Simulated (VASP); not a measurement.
A run of VASP 6.6.1 is set up as follows.

Contents of INCAR:

```
SYSTEM = RbBr
PREC = Accurate ; ENCUT = 520
EDIFF = 1E-6 ; ISMEAR = 0
SIGMA = 0.01 ; LREAL = .FALSE.
LASPH = .TRUE. ; NELM = 80
ALGO = Normal ; ISIF = 2
LWAVE = .FALSE. ; LCHARG = .TRUE.
GGA = PS ; LELF = .TRUE.
LVHAR = .TRUE. ; NBANDS = 15
```

Contents of KPOINTS:

```
regular mesh
0
G
  6 6 6
  0 0 0
```

Contents of POSCAR:

```
RbBr
1.0
    0.0000000000      3.4249234702      3.4249234702
    3.4249234702      0.0000000000      3.4249234702
    3.4249234702      3.4249234702      0.0000000000
Rb Br
1 1
Direct
    0.0000000000      0.0000000000      0.0000000000
    0.5000000000      0.5000000000      0.5000000000
```

Potentials or basis: VASP PAW PBE potentials, release 64 (Rb_sv, Br).

Run with:

```sh
$ cat potpaw_PBE.64/Rb_sv/POTCAR potpaw_PBE.64/Br/POTCAR > POTCAR
$ mpirun -np 1 vasp_std > vasp.out
```

What does it give for the pressure?

0.0 GPa.

What does it give for the band gap on the k mesh?

4.22 eV, direct.

Caveat: the PAW data sets were made with another functional, which shifts forces and pressure a little. PBEsol gaps usually lie below the measured ones, often by a third to a half.
